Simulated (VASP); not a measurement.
Here is a VASP 6.6.1 calculation.

File POSCAR:

```
GaN
1.0
    0.0000000000      2.1352350000      2.1352350000
    2.1352350000      0.0000000000      2.1352350000
    2.1352350000      2.1352350000      0.0000000000
Ga N
1 1
Direct
    0.0000000000      0.0000000000      0.0000000000
    0.5000000000      0.5000000000      0.5000000000
```

INCAR.step1

```
SYSTEM = GaN
PREC     = Accurate       ! precision mode
ENCUT    = 520            ! plane-wave cutoff, eV
EDIFF    = 1E-5           ! SCF threshold, eV
ISMEAR   = -1             ! smearing method
SIGMA    = 0.05           ! smearing width, eV
LREAL    = .False.        ! projectors in reciprocal space
LASPH    = .True.         ! aspherical terms in the spheres
NELM     = 60             ! most SCF steps
ALGO     = Normal         ! electronic algorithm
ISIF     = 2              ! what is computed and relaxed
LWAVE    = .True.         ! write WAVECAR
LCHARG   = .False.        ! write CHGCAR
GGA      = PE             ! functional
NBANDS   = 16             ! bands
```

INCAR.step2

```
SYSTEM = GaN
PREC     = Accurate       ! precision mode
ENCUT    = 520            ! plane-wave cutoff, eV
EDIFF    = 1E-7           ! SCF threshold, eV
ISMEAR   = -1             ! smearing method
SIGMA    = 0.05           ! smearing width, eV
LREAL    = .False.        ! projectors in reciprocal space
LASPH    = .True.         ! aspherical terms in the spheres
NELM     = 60             ! most SCF steps
ALGO     = Normal         ! electronic algorithm
ISIF     = 2              ! what is computed and relaxed
LWAVE    = .False.        ! write WAVECAR
LCHARG   = .False.        ! write CHGCAR
GGA      = PE             ! functional
LHFCALC  = .True.         ! exact exchange
AEXX     = 0.25           ! exact-exchange fraction
HFSCREEN = 0.15           ! screening, 1/A
PRECFOCK = Normal       
ISTART   = 1            
NBANDS   = 16             ! bands
```

KPOINTS

```
regular mesh
0
Gamma
  6 6 6
  0 0 0
```

Potentials or basis: VASP PAW PBE potentials, release 64 (Ga_d, N).

Launch:

```sh
$ cat potpaw_PBE.64/Ga_d/POTCAR potpaw_PBE.64/N/POTCAR > POTCAR
$ cp INCAR.step1 INCAR
$ mpirun -np 1 vasp_std > vasp.out
$ cp INCAR.step2 INCAR
$ mpirun -np 1 vasp_std > vasp.out
```

(1) Estimate the pressure.

(2) Predict the band gap on the k mesh.

## Answers

(1) -9.4 GPa.

(2) 1.77 eV (least direct gap 3.79 eV).

Caveat: the k points lie up to 0.42 Å⁻¹ apart; the PAW data sets were made with another functional, which shifts forces and pressure a little.
